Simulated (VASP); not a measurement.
The system is MgS3.

```
CELL_PARAMETERS angstrom
4.42736 0.00000 0.00000
-2.21368 3.83421 0.00000
0.00000 0.00000 5.06707
ATOMIC_POSITIONS crystal
Mg 0.66667 0.33333 0.50000
S 0.33333 0.66667 0.00000
S 0.66667 0.33333 0.00000
S 0.33333 0.66667 0.50000
```

The cell was built from a structure type or drawn by symmetry, and may not be a known phase.

| Property | Result |
| --- | --- |
| Program | VASP 6.6.1 |
| Task | relaxation of cell and atoms |
| Functional | PBE |
| Potentials or basis | VASP PAW PBE potentials, release 64 (Mg, S) |
| Cutoff | 600 eV |
| k mesh | 12 × 12 × 10 |
| Occupations | gaussian, width 0.1 eV |
| Spin | no spin polarisation |

At the start: pressure -0.2 GPa; volume 21.50 Å³/atom.

Problem. How do energy, volume and symmetry change on relaxing?

Solution. Over 5 steps the energy falls by 5.0 meV/atom and the volume is 21.28 Å³/atom (-1.0 %); space group P-6m2 (No. 187, to 0.1 Å) before and after.

Step by step:
```csv
step,energy change (eV),largest force (eV/Å),pressure (GPa),volume (Å³)
1,0.0000,0.0000,-0.23,86.02
2,-0.0184,0.0000,-0.21,85.62
3,-0.0198,0.0000,-0.20,85.49
4,-0.0198,0.0000,-0.20,85.48
5,-0.0200,0.0000,0.03,85.12
```

Final structure:
```
Mg S
1.0
     4.37010    0.00000    0.00000
    -2.18505    3.78461    0.00000
     0.00000    0.00000    5.14668
Mg S
1 3
Cartesian
  2.1850 1.2615 2.5733
  0.0000 2.5231 5.1467
  2.1850 1.2615 0.0000
  0.0000 2.5231 2.5733
```
